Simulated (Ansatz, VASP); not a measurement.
## Ca2YAgC6N6 in VASP and in Ansatz

```xyz
16
Lattice="0.0000 5.4020 5.4020 5.4020 0.0000 5.4020 5.4020 5.4020 0.0000" Properties=species:S:1:pos:R:3 pbc="T T T"
Ca    2.7010    2.7010    2.7010
Ca    8.1030    8.1030    8.1030
Y     5.4020    5.4020    5.4020
Ag    0.0000    0.0000    0.0000
C     2.0220    5.4020    5.4020
C     5.4020    2.0220    5.4020
C     5.4020    5.4020    2.0220
C     8.7820    5.4020    5.4020
C     5.4020    8.7820    5.4020
C     5.4020    5.4020    8.7820
N     3.1920    5.4020    5.4020
N     5.4020    3.1920    5.4020
N     5.4020    5.4020    3.1920
N     7.6120    5.4020    5.4020
N     5.4020    7.6120    5.4020
N     5.4020    5.4020    7.6120
```

Alike in both runs: task single point; functional PBE; k mesh 4 × 4 × 4; occupations gaussian, width 0.1 eV; no spin polarisation.

```csv
,VASP,Ansatz
version,VASP 6.6.1,Ansatz 0.2.0
potentials or method,"VASP PAW PBE potentials, release 64 (Ca_sv, Y_sv, Ag, C, N), cutoff 520 eV","scalar-relativistic, plane waves, PAW"
valence electrons in the cell,96,104
```

|  | VASP | Ansatz | Ansatz less VASP |
| --- | --- | --- | --- |
| gap on the k mesh at the Fermi level (eV) | none | none | - |
| pressure (GPa) | 14.9 | 14.6 | -0.29 |
| rms of the force components (eV/Å) | 0.941 | 1.099 | +0.1575 |

Atom by atom the forces differ by 0.205 eV/Å (rms over components). A gap of «none» marks a metal or a gap that the smearing closes. The functional is the same, so the differences come from potentials, cutoffs and numerics. VASP's potentials hold 96 valence electrons a cell and Ansatz's 104, so a difference there can come from the potentials and not from the codes.

Noted on VASP's run: the standard files for N, O and F lose accuracy on very short bonds.
